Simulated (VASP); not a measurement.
Mg3SeS2, 6 atoms in the cell. It takes space group P6/mmm (No. 191, hexagonal). Conventional cell: a = 6.281 Å, b = 6.281 Å, c = 3.566 Å, α = 90.00°, β = 90.00°, γ = 120.00°. Within 3.4 Å of Mg (site symmetry mmm) lie 4 S at 2.54 Å and 2 Se at 3.14 Å and 4 Mg at 3.14 Å. Se (site symmetry 6/mmm) has 6 Mg at 3.14 Å and 2 Se at 3.57 Å and 12 S at 4.04 Å within 4.1 Å. Within 3.4 Å of S (site symmetry -6m2) lie 6 Mg at 2.54 Å. The cell was built from a structure type or drawn by symmetry, and may not be a known phase.

| Property | Result |
| --- | --- |
| Program | VASP 6.6.1 |
| Task | relaxation of cell and atoms |
| Functional | PBE |
| Potentials or basis | VASP PAW PBE potentials, release 64 (Mg, Se, S) |
| Cutoff | 600 eV |
| k mesh | 6 × 6 × 10 |
| Occupations | gaussian, width 0.1 eV |
| Spin | no spin polarisation |
| Dipole correction | no |
| Further INCAR settings | ALGO = Normal; EDIFF = 1e-06; IBRION = 2; EDIFFG = -0.01; NSW = 100; ISIF = 3 |

Potentials or basis: VASP PAW PBE potentials, release 64 (Mg, Se, S).

The run is started by

```sh
$ cat potpaw_PBE.64/Mg/POTCAR potpaw_PBE.64/Se/POTCAR potpaw_PBE.64/S/POTCAR > POTCAR
$ mpirun -np 1 vasp_std > vasp.out
```

Hardware: 1 thread of Intel(R) Xeon(R) 6975P-C (Granite Rapids), with other jobs on the host.

Problem. How long does it take, and how much memory?

Solution. Run time: 2.6 min on 1 thread of Intel(R) Xeon(R) 6975P-C (Granite Rapids) (shared host), peak memory 0.33 GiB. Counts: scf iterations 42, k points 42, ion steps 7.
